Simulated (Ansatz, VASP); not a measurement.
# Two plane-wave programs on Bi

File POSCAR:

```
Bi
1.0
    2.2672586491      1.3090023913      4.1166667488
   -2.2672586491      1.3090023913      4.1166667488
    0.0000000000     -2.6180047827      4.1166667487
Bi
2
Direct
    0.2317091399      0.2317091399      0.2317091399
    0.7682908601      0.7682908601      0.7682908601
```

The input INCAR.step1:

```
SYSTEM = Bi
  PREC = Accurate
  ENCUT = 520
  ISMEAR = -1
  SIGMA = 0.03
  LREAL = .False.
  LASPH = .True.
  NELM = 60
  NBANDS = 22
  GGA = PE
  ALGO = Normal
  EDIFF = 1E-4
  LWAVE = .True.
  LCHARG = .False.
```

File INCAR.step2:

```
SYSTEM = Bi
  PREC = Accurate
  ENCUT = 520
  EDIFF = 1E-6
  ISMEAR = -1
  SIGMA = 0.03
  LREAL = .False.
  LASPH = .True.
  NELM = 60
  ALGO = Normal
  ISIF = 2
  LWAVE = .False.
  LCHARG = .False.
  METAGGA = R2SCAN
  LMIXTAU = .True.
  NBANDS = 22
  ISTART = 1
```

File KPOINTS:

```
Automatic mesh
0
Gamma
  9 9 9
  0 0 0
```

Input for Ansatz:

```yaml
crystal:
  lattice:
    - [2.2672586491, 1.3090023913, 4.1166667488]
    - [-2.2672586491, 1.3090023913, 4.1166667488]
    - [0.0, -2.6180047827, 4.1166667487]
  atoms:
    - { symbol: Bi, position: [0.2317091399, 0.2317091399, 0.2317091399] }
    - { symbol: Bi, position: [0.7682908601, 0.7682908601, 0.7682908601] }
hamiltonian:
  xc: r2scan
  pseudopotentials:
    kind: paw
    azcp:
      Bi: "pseudopotentials/Bi.paw.azcp"
basis:
  ecutwfc: 500
  fft_grid_basis: typed
kpoints:
  mp_grid: { grid: [9, 9, 9], shift: [0, 0, 0] }
magnetization:
  spin_polarized: false
scf:
  occupations: { method: fermi_dirac, width: 0.03 }
  lower_state_search: "off"
output:
  stress: true
```

Alike in both runs: task single point; functional r2SCAN; k mesh 9 × 9 × 9; occupations fermi-dirac, width 0.03 eV; no spin polarisation.

|  | VASP | Ansatz |
| --- | --- | --- |
| version | VASP 6.6.1 | Ansatz 0.2.0 |
| potentials or method | VASP PAW PBE potentials, release 64 (Bi_d), cutoff 520 eV | plane waves (500 eV) with PAW, scalar-relativistic |
| valence electrons in the cell | 30 | 30 |

```tsv
	VASP	Ansatz	Ansatz less VASP
pressure (GPa)	0.0	0.0	+0.05
```

VASP's potentials were made for PBE, not for r2SCAN.

Spin-orbit coupling is off throughout.
